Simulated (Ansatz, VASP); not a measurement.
GaAg2P in VASP and in Ansatz

```
Ga Ag P
1.0
     5.09700    0.00000    0.00000
     0.00000    5.09700    0.00000
     0.00000    0.00000    2.86507
Ga Ag P
1 2 1
Direct
  0.00000 0.00000 0.00000
  0.50000 0.00000 0.50000
  0.00000 0.50000 0.50000
  0.50000 0.50000 0.50000
```

Alike in both runs: functional PBE; k mesh 10 × 10 × 16; occupations gaussian, width 0.1 eV; no spin polarisation.

Ansatz relaxed the structure, and its values are those at the end. VASP's run is a single point on that final structure, the one shown.

```csv
,VASP,Ansatz
version,VASP 6.6.1,Ansatz 0.2.0
potentials or method,"VASP PAW PBE potentials, release 64 (Ga_d, Ag, P), cutoff 520 eV","scalar-relativistic, plane waves, PAW"
valence electrons in the cell,40,56
```

```tsv
	VASP	Ansatz	Ansatz less VASP
gap on the k mesh at the Fermi level (eV)	none	none	-
pressure (GPa)	0.0	0.0	+0.01
```

A gap of «none» marks a metal or a gap that the smearing closes. The functional is the same, so the differences come from potentials, cutoffs and numerics. VASP's potentials hold 40 valence electrons a cell and Ansatz's 56, so a difference there can come from the potentials and not from the codes.
